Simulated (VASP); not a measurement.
# TiO2 (P4_2/mnm) in VASP: single point with PBEsol

Aim: the single point of TiO2 with PBEsol.

Program: VASP 6.6.1. These are calculated values, not measurements. Logs are shortened: lines on timing, memory, paths and dates and some standing lists are left out, and cuts for length are marked.

## 1. The cell of the first run

It takes space group P4_2/mnm (No. 136, tetragonal). The conventional cell has a = 4.592 Å, b = 4.592 Å, c = 2.957 Å, α = 90.00°, β = 90.00°, γ = 90.00°. Ti (site symmetry mmm) has 6 O at 1.95 to 1.98 Å within 2.6 Å. Within 2.6 Å of O (site symmetry m2m) lie 3 Ti at 1.95 to 1.98 Å and 1 O at 2.53 Å.

## 2. Single point, PBEsol

The input, INCAR:

```
SYSTEM = TiO2
  PREC = Accurate
  ENCUT = 520
  EDIFF = 1E-7
  ISMEAR = 0
  SIGMA = 0.05
  LREAL = .FALSE.
  LASPH = .TRUE.
  NELM = 100
  ALGO = Normal
  ISIF = 2
  LWAVE = .FALSE.
  LCHARG = .FALSE.
  GGA = PS
  NBANDS = 33
```

The input, KPOINTS:

```
regular mesh
0
G
  10 10 14
  0 0 0
```

The input, POSCAR:

```
TiO2
1.0
    4.5922000000      0.0000000000      0.0000000000
    0.0000000000      4.5922000000      0.0000000000
    0.0000000000      0.0000000000      2.9574000000
Ti O
2 4
Direct
    0.0000000000      0.0000000000      0.0000000000
    0.5000000000      0.5000000000      0.5000000000
    0.3049600000      0.3049600000      0.0000000000
    0.1950400000      0.8049600000      0.5000000000
    0.6950400000      0.6950400000      0.0000000000
    0.8049600000      0.1950400000      0.5000000000
```

Potentials or basis: VASP PAW PBE potentials, release 64 (Ti_sv, O).

Started as:

```console
> cat potpaw_PBE.64/Ti_sv/POTCAR potpaw_PBE.64/O/POTCAR > POTCAR
> mpirun -np 1 vasp_std > vasp.out
```

OUTCAR:

```text
SYSTEM = TiO2
   PREC = Accurate
   ENCUT = 520
   EDIFF = 1E-7
   ISMEAR = 0
   LREAL = .FALSE.
   LASPH = .TRUE.
   NELM = 100
   ISIF = 2
   GGA = PS

 ion  position               nearest neighbor table
   1  0.000  0.000  0.000-   4 1.95   6 1.95   4 1.95   6 1.95   5 1.98   3 1.98
   2  0.500  0.500  0.500-   3 1.95   5 1.95   3 1.95   5 1.95   4 1.98   6 1.98
   3  0.305  0.305  0.000-   2 1.95   2 1.95   1 1.98
   4  0.195  0.805  0.500-   1 1.95   1 1.95   2 1.98
   5  0.695  0.695  0.000-   2 1.95   2 1.95   1 1.98
   6  0.805  0.195  0.500-   1 1.95   1 1.95   2 1.98

  LATTYP: Found a simple tetragonal cell.
 ALAT       =     4.5922000000
 C/A-ratio  =     0.6440050520

  Lattice vectors:

 A1 = (   4.5922000000,   0.0000000000,   0.0000000000)
 A2 = (   0.0000000000,   4.5922000000,   0.0000000000)
 A3 = (   0.0000000000,   0.0000000000,   2.9574000000)

Analysis of symmetry for initial positions (statically):
=====================================================================
 Subroutine PRICEL returns:
 Original cell was already a primitive cell.

 Routine SETGRP: Setting up the symmetry group for a
 simple tetragonal supercell.

 Subroutine GETGRP returns: Found 16 space group operations
 (whereof  8 operations were pure point group operations)
 out of a pool of 16 trial point group operations.

The static configuration has the point symmetry D_2h.
 The point group associated with its full space group is D_4h.

Analysis of symmetry for dynamics (positions and initial velocities):
=====================================================================
 Subroutine PRICEL returns:
 Original cell was already a primitive cell.

 Routine SETGRP: Setting up the symmetry group for a
 simple tetragonal supercell.

 Subroutine GETGRP returns: Found 16 space group operations
 (whereof  8 operations were pure point group operations)
 out of a pool of 16 trial point group operations.

The dynamic configuration has the point symmetry D_2h.
 The point group associated with its full space group is D_4h.

 Subroutine INISYM returns: Found 16 space group operations
 (whereof  8 operations are pure point group operations),
 and found     1 'primitive' translations

----------------------------------------------------------------------------------------

                                     Primitive cell

  volume of cell :      62.3665

  direct lattice vectors                    reciprocal lattice vectors
     4.592200000  0.000000000  0.000000000     0.217760550  0.000000000  0.000000000
     0.000000000  4.592200000  0.000000000     0.000000000  0.217760550  0.000000000
     0.000000000  0.000000000  2.957400000     0.000000000  0.000000000  0.338134848

  length of vectors
     4.592200000  4.592200000  2.957400000     0.217760550  0.217760550  0.338134848

  position of ions in fractional coordinates (direct lattice)
     0.000000000  0.000000000  0.000000000
     0.500000000  0.500000000  0.500000000
     0.304960000  0.304960000  0.000000000
     0.195040000  0.804960000  0.500000000
     0.695040000  0.695040000  0.000000000
     0.804960000  0.195040000  0.500000000

  ion indices of the primitive-cell ions
   primitive index   ion index
                 1           1
                 2           2
                 3           3
                 4           4
                 5           5
                 6           6

----------------------------------------------------------------------------------------

 KPOINTS: regular mesh

Automatic generation of k-mesh.
 Grid dimensions read from file:
 generate k-points for:   10   10   14

 Generating k-lattice:

  Cartesian coordinates                     Fractional coordinates (reciprocal lattice)
     0.021776055  0.000000000  0.000000000     0.100000000  0.000000000  0.000000000
     0.000000000  0.021776055  0.000000000     0.000000000  0.100000000  0.000000000
     0.000000000  0.000000000  0.024152489     0.000000000  0.000000000  0.071428571

  Length of vectors
     0.021776055  0.021776055  0.024152489

  Shift w.r.t. Gamma in fractional coordinates (k-lattice)
     0.000000000  0.000000000  0.000000000

 Subroutine IBZKPT returns following result:
 ===========================================

 Found    168 irreducible k-points:

 Following reciprocal coordinates:
            Coordinates               Weight
  0.000000  0.000000  0.000000      1.000000
  0.100000  0.000000  0.000000      4.000000
  0.200000  0.000000  0.000000      4.000000
  0.300000  0.000000  0.000000      4.000000
  0.400000  0.000000  0.000000      4.000000
  0.500000  0.000000  0.000000      2.000000
[... 16 lines left out ...]
  0.100000  0.000000  0.071429      8.000000
  0.200000  0.000000  0.071429      8.000000
 [... further k-points ...]
   k-points           NKPTS =    168   k-points in BZ     NKDIM =    168   number of bands    NBANDS=     33
   number of dos      NEDOS =    301   number of ions     NIONS =      6
   total plane-waves  NPLWV =  31104
   dimension x,y,z NGX =    36 NGY =   36 NGZ =   24
   dimension x,y,z NGXF=    72 NGYF=   72 NGZF=   48
   ions per type =               2   4
   NGX,Y,Z   is equivalent  to a cutoff of  13.03, 13.03, 13.49 a.u.
   NGXF,Y,Z  is equivalent  to a cutoff of  26.07, 26.07, 26.98 a.u.
 SYSTEM =  TiO2
   PREC   = accura    normal or accurate (medium, high low for compatibility)
   ISTART =      0    job   : 0-new  1-cont  2-samecut
   ICHARG =      2    charge: 1-file 2-atom 10-const
   ISPIN  =      1    spin polarized calculation?
   LNONCOLLINEAR =      F non collinear calculations
   LSORBIT =      F    spin-orbit coupling
   LASPH  =      T    aspherical Exc in radial PAW
   ENCUT  =  520.0 eV  38.22 Ry    6.18 a.u.   8.54  8.54  5.50*2*pi/ulx,y,z
   NELM   =    100;   NELMIN=  2; NELMDL= -5     # of ELM steps
   EDIFF  = 0.1E-06   stopping-criterion for ELM
   LREAL  =      F    real-space projection
   EDIFFG = 0.1E-05   stopping-criterion for IOM
   NSW    =      0    number of steps for IOM
   IBRION =     -1    ionic relax: 0-MD 1-quasi-New 2-CG
   NFREE  =      0    steps in history (QN), initial steepest desc. (CG)
   ISIF   =      2    stress and relaxation
   ISYM   =      2    0-nonsym 1-usesym 2-fastsym
   POTIM  = 0.5000    time-step for ionic-motion
   TEBEG  =    0.0;   TEEND  =   0.0 temperature during run
   PSTRESS=    0.0 pullay stress
   NELECT =      48.0000    total number of electrons
   NUPDOWN=      -1.0000    fix difference up-down
   EMIN   =  10.00;   EMAX   =-10.00  energy-range for DOS
   EFERMI =   0.00;   METHOD = LEGACY
   ISMEAR =     0;   SIGMA  =   0.05  broadening in eV -4-tet -1-fermi 0-gaus
   EFERMI_NEDOS =   21; number of points for ismear=-14 and -15
   IALGO  =     38    algorithm
   IMIX   =      4    mixing-type and parameters
     AMIX     =   0.40;   BMIX     =  1.00
     AMIX_MAG =   1.60;   BMIX_MAG =  1.00
  volume/ion in A,a.u.               =      10.39        70.15
  Fermi-wavevector in a.u.,A,eV,Ry     =   1.500277  2.835112 30.624403  2.250830
  Thomas-Fermi vector in A             =   2.611798
   LORBIT       =      0    0 simple, 1 ext, 2 COOP (PROOUT), +10 PAW based schemes
   GGA     = PS    functional components
   LHFCALC =     F    Hartree Fock is set to
   AEXX    =    0.0000 exact exchange contribution
   IVDW    =     0    specifies the selected vdW correction
   LEPSILON=     F    determine dielectric tensor
   LRPA    =     F    only Hartree local field effects (RPA)
 non-spin polarized calculation
 Gauss-broadening in eV      SIGMA  =   0.05
  energy-cutoff  :      520.00
  volume of cell :       62.37
 maximum number of plane-waves:      1720
 NGX is ok and might be reduce to    36
   NGX = 17   NGY = 17   NGZ = 11

 number of electron      48.0000021 magnetization

 Free energy of the ion-electron system (eV)
  ---------------------------------------------------
  ext. energy  EPLUGINS =         0.00000000
  ---------------------------------------------------
  free energy    TOTEN  =       -56.09689519 eV

  energy without entropy =      -56.09689519  energy(sigma->0) =      -56.09689519

 E-fermi :   5.0615     XC(G=0): -11.7078

 val. band max:        4.7433140311   @ k =   0.0000   0.0000   0.0000
 cond. band min:       6.5786136842   @ k =   0.0000   0.0000   0.0000
 fundamental gap:      1.8352996531
 Fermi energy:         5.0614965870

 k-point     1 :       0.0000    0.0000    0.0000
  band No.  band energies     occupation
      1     -51.9122      2.00000
      2     -51.8943      2.00000
      3     -28.3360      2.00000
      4     -28.3360      2.00000
      5     -28.1656      2.00000
      6     -28.1656      2.00000
[... 25 lines left out ...]
     32      11.4118      0.00000
     33      11.4861      0.00000

 k-point     2 :       0.1000    0.0000    0.0000
  band No.  band energies     occupation
      1     -51.9118      2.00000
      2     -51.8948      2.00000
      3     -28.3327      2.00000
      4     -28.3324      2.00000
      5     -28.1697      2.00000
      6     -28.1693      2.00000
[... 25 lines left out ...]
     32      11.3772      0.00000
     33      11.3907      0.00000

 k-point     3 :       0.2000    0.0000    0.0000
  band No.  band energies     occupation
      1     -51.9105      2.00000
      2     -51.8960      2.00000
      3     -28.3231      2.00000
      4     -28.3219      2.00000
      5     -28.1813      2.00000
      6     -28.1800      2.00000
[... 25 lines left out ...]
     32      11.2801      0.00000
     33      11.3068      0.00000

 k-point     4 :       0.3000    0.0000    0.0000
  band No.  band energies     occupation
      1     -51.9085      2.00000
      2     -51.8980      2.00000
      3     -28.3085      2.00000
      4     -28.3063      2.00000
      5     -28.1982      2.00000
      6     -28.1960      2.00000
[... 25 lines left out ...]
     32      11.1622      0.00000
     33      11.2016      0.00000

 k-point     5 :       0.4000    0.0000    0.0000
  band No.  band energies     occupation
      1     -51.9060      2.00000
      2     -51.9005      2.00000
      3     -28.2918      2.00000
      4     -28.2895      2.00000
      5     -28.2161      2.00000
      6     -28.2138      2.00000
[... 604 lines left out ...]
 k-point    22 :       0.0000    0.0000    0.0714
  band No.  band energies     occupation
      1     -51.9099      2.00000
      2     -51.8925      2.00000
      3     -28.3300      2.00000
      4     -28.3300      2.00000
      5     -28.1645      2.00000
      6     -28.1645      2.00000
[... 25 lines left out ...]
     32      11.3215      0.00000
     33      11.3218      0.00000

 k-point    23 :       0.1000    0.0000    0.0714
  band No.  band energies     occupation
      1     -51.9095      2.00000
      2     -51.8929      2.00000
      3     -28.3269      2.00000
      4     -28.3265      2.00000
      5     -28.1690      2.00000
      6     -28.1686      2.00000
[... 25 lines left out ...]
     32      11.2687      0.00000
     33      11.2929      0.00000

 k-point    24 :       0.2000    0.0000    0.0714
  band No.  band energies     occupation
      1     -51.9082      2.00000
      2     -51.8941      2.00000
      3     -28.3177      2.00000
      4     -28.3162      2.00000
      5     -28.1814      2.00000
      6     -28.1796      2.00000
[... 25 lines left out ...]
     32      11.1434      0.00000
     33      11.2146      0.00000

 [... further k-points ...]

------------------------ aborting loop because EDIFF is reached ----------------------------------------

  FORCE on cell =-STRESS in cart. coord.  units (eV):
  Direction    XX          YY          ZZ          XY          YZ          ZX
  --------------------------------------------------------------------------------------
  -------------------------------------------------------------------------------------
  Total       -0.1814012     -0.1814012     -0.8524521      0.0000000      0.0000000      0.0000000
  in kB       -4.6601408     -4.6601408    -21.8992328      0.0000000      0.0000000      0.0000000
  external PRESSURE =     -10.4065048 kB  Pullay stress =       0.0000000 kB

 VOLUME and BASIS-vectors are now :
 -----------------------------------------------------------------------------
  energy-cutoff  :      520.00
  volume of cell :       62.37
      direct lattice vectors                 reciprocal lattice vectors
     4.592200000  0.000000000  0.000000000     0.217760550  0.000000000  0.000000000
     0.000000000  4.592200000  0.000000000     0.000000000  0.217760550  0.000000000
     0.000000000  0.000000000  2.957400000     0.000000000  0.000000000  0.338134848

 POSITION                                       TOTAL-FORCE (eV/Angst)
 -----------------------------------------------------------------------------------
      0.00000      0.00000      0.00000         0.000000     -0.000000     -0.000000
      2.29610      2.29610      1.47870         0.000000     -0.000000     -0.000000
      1.40044      1.40044      0.00000        -0.039310     -0.039310     -0.000000
      0.89566      3.69654      1.47870         0.039310     -0.039310     -0.000000
      3.19176      3.19176      0.00000         0.039310      0.039310      0.000000
      3.69654      0.89566      1.47870        -0.039310      0.039310     -0.000000
 -----------------------------------------------------------------------------------
    total drift:                                0.000000      0.000000     -0.000000

  FREE ENERGIE OF THE ION-ELECTRON SYSTEM (eV)
  ---------------------------------------------------
  free  energy   TOTEN  =       -56.0968951950 eV

  energy  without entropy=      -56.0968951950  energy(sigma->0) =      -56.09689519
```

Wall time 2.7 min (1 thread of Intel Xeon Platinum 8559C (Emerald Rapids), shared host); peak memory 0.37 GiB.

What came out:

- Free energy: -56.0969 eV
- Pressure: -1.0 GPa
- Largest force: 0.056 eV/Å
- Band gap on the k mesh: 1.84 eV

Forces in eV/Å, atoms in the order of the input:
```
Ti   0.000  0.000  0.000
Ti   0.000  0.000  0.000
O   -0.039 -0.039  0.000
O    0.039 -0.039  0.000
O    0.039  0.039  0.000
O   -0.039  0.039  0.000
```

Stress tensor (GPa, compression positive):
```
-0.47  0.00  0.00
 0.00 -0.47  0.00
 0.00  0.00 -2.19
```

Levels at points of the mesh, in eV from the valence-band top:
```tsv
k point	band 22	band 23	band 24	band 25	band 26	band 27
(0.00, 0.00, 0.00)	-0.45	-0.45	0.00	1.84	2.13	2.38
(0.50, 0.00, 0.00)	-1.66	-0.76	-0.76	2.52	2.52	3.00
(0.50, 0.50, 0.00)	-1.32	-1.07	-1.07	1.88	1.88	2.49
(0.00, 0.00, 0.50)	-2.42	-1.44	-1.44	2.96	2.96	3.15
(0.50, 0.00, 0.50)	-2.07	-1.05	-1.05	1.87	1.87	3.17
(0.50, 0.50, 0.50)	-1.30	-0.68	-0.68	2.57	2.57	3.19
```

Caveat: the PAW data sets were made with another functional, which shifts forces and pressure a little. PBEsol gaps usually lie below the measured ones, often by a third to a half.
